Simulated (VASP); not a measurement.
Wanted: the native input for a VASP 6.6.1 run.

```yaml
Task: single point
Functional: PBEsol
Potentials_or_basis: VASP PAW PBE potentials, release 64 (Bi_d, Te)
Cutoff: 520 eV
k_mesh: 18 × 18 × 18
Occupations: gaussian, width 0.15 eV
Spin: no spin polarisation
Dipole_correction: no
Further_INCAR_settings: ALGO = Fast; EDIFF = 1e-06; NBANDS = 18
```

The structure of BiTe lies in POSCAR:

```
BiTe
1.0
    2.2577774477      1.3035284172      3.6080570742
   -2.2577774477      1.3035284172      3.6080570742
    0.0000000000     -2.6070568344      3.6080570742
Bi Te
1 1
Direct
    0.5000000000      0.5000000000      0.5000000000
    0.0000000000      0.0000000000      0.0000000000
```

This cell differs from its parent crystal: ratio of the length along z to the lengths across it x 1.2, volume and fractional coordinates fixed.

The input as run:

INCAR

```
SYSTEM = BiTe
PREC = Accurate ; ENCUT = 520
EDIFF = 1E-6 ; ISMEAR = 0
SIGMA = 0.15 ; LREAL = .False.
LASPH = .True. ; NELM = 60
ALGO = Fast ; ISIF = 2
LWAVE = .False. ; LCHARG = .True.
GGA = PS ; LELF = .True.
LVHAR = .True. ; NBANDS = 18
```

KPOINTS

```
Automatic mesh
0
Gamma
  18 18 18
  0 0 0
```

Potentials or basis: VASP PAW PBE potentials, release 64 (Bi_d, Te).

Command:

```sh
$ cat potpaw_PBE.64/Bi_d/POTCAR potpaw_PBE.64/Te/POTCAR > POTCAR
$ mpirun -np 1 vasp_std > vasp.out
```

It gave:

The pressure is 1.5 GPa. The band gap on the k mesh is zero (an odd number of electrons rules out a gap without spin polarisation).

Caveat: the PAW data sets were made with another functional, which shifts forces and pressure a little; spin-orbit coupling is left out, which moves the levels of the heavy elements; an odd number of electrons without spin polarisation forces a metal; a magnetic or distorted state may lie lower.

Wall time 18 min on 1 thread of Oxide Virtual Turin-like Processor, with other jobs on the host, peak memory 0.7 GiB.
